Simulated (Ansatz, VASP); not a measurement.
# Two plane-wave programs on TaSi2

```
Ta Si
1.0
     4.78000    0.00000    0.00000
    -2.39000    4.13960    0.00000
     0.00000    0.00000    6.56400
Ta Si
3 6
Direct
  0.00000 0.50000 0.16667
  0.50000 0.50000 0.83333
  0.50000 0.00000 0.50000
  0.33330 0.16665 0.16667
  0.16665 0.83335 0.83333
  0.83335 0.66670 0.50000
  0.66670 0.83335 0.16667
  0.83335 0.16665 0.83333
  0.16665 0.33330 0.50000
```

Alike in both runs: task relaxation of cell and atoms; functional PBEsol; dispersion D4; k mesh 7 × 7 × 4; occupations fermi-dirac, width 0.05 eV; no spin polarisation.

```csv
,VASP,Ansatz
version,VASP 6.6.1,Ansatz 0.2.0
potentials or method,"VASP PAW PBE potentials, release 64 (Ta_pv, Si)",Ansatz PAW
plane-wave cutoff (eV),600,420
valence electrons in the cell,57,63
```

```tsv
	VASP	Ansatz	Ansatz less VASP
gap on the k mesh at the Fermi level, each at its own relaxed structure (eV)	none	none	-
relaxed volume (Å³/atom)	14.13	14.11	-0.022
relaxed length of the cell vector where the two differ most in proportion (Å)	4.737	4.734	-0.0029
```

VASP's potentials were made for PBE, not for PBEsol. A gap of «none» marks a metal or a gap that the smearing closes. VASP's potentials hold 57 valence electrons a cell and Ansatz's 63, so a difference there can come from the potentials and not from the codes.

Neither program's run includes spin-orbit coupling. Noted on Ansatz's run: the plane-wave basis is chosen anew once the cell has moved, so the energies of steps on either side of that aren't comparable.
